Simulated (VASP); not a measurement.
Write the native input for VASP 6.6.1 that does the following.

| Item | Value |
| --- | --- |
| Task | relaxation of cell and atoms |
| Functional | PBE |
| Potentials or basis | VASP PAW PBE potentials, release 64 (Ga_d) |
| Cutoff | 600 eV |
| k mesh | 10 × 10 × 13 |
| Occupations | fermi-dirac, width 0.1 eV |
| Spin | no spin polarisation |
| Target pressure | 160 GPa |
| Dipole correction | no |
| Further INCAR settings | ALGO = Normal; EDIFF = 1e-06; IBRION = 2; EDIFFG = -0.005; NSW = 32; ISIF = 3 |

The structure of Ga lies in POSCAR:

```
Ga
1.0
    3.8561595024      0.0000000000      0.0000000000
   -1.9280797512      3.3395320901      0.0000000000
    0.0000000000      0.0000000000      2.3030135313
Ga
3
Direct
    0.0000000000      0.0000000000      0.0000000000
    0.3333333333      0.6666666667      0.5000000000
    0.6666666667      0.3333333333      0.5000000000
```

One way to write it, as run:

INCAR

```
PREC = Accurate
ENCUT = 600
EDIFF = 1E-6
ISMEAR = -1
SIGMA = 0.1
LREAL = F
LASPH = T
NELM = 60
ALGO = Normal
ISIF = 3
LWAVE = F
LCHARG = F
GGA = PE
IBRION = 2
NSW = 32
EDIFFG = -0.005
PSTRESS = 1600.0
```

KPOINTS

```
Automatic mesh
0
Gamma
  10 10 13
```

Potentials or basis: VASP PAW PBE potentials, release 64 (Ga_d).

Command:

```console
$ cat potpaw_PBE.64/Ga_d/POTCAR > POTCAR
$ mpirun -np 1 vasp_std > vasp.out
```

It gave:

| Property | Result |
| --- | --- |
| Relaxed volume | 9.91 Å³/atom |
| Relaxed cell | a = 3.859 Å, b = 3.859 Å, c = 2.305 Å, α = 90.00°, β = 90.00°, γ = 120.00° |
| Space group after relaxing (to 0.05 Å) | P6/mmm (No. 191) |
| Energy change on relaxing (the enthalpy is what falls) | -19.7 meV/atom |
| Ionic steps | 3 |
| Pressure after relaxing | 160.0 GPa |

Caveat: the cell is relaxed towards a set pressure, so the enthalpy falls and the energy may rise.

Run time: 86 s on 1 thread of AMD EPYC 9R45 96-Core Processor (Zen 5) (shared host), peak memory 0.17 GiB.
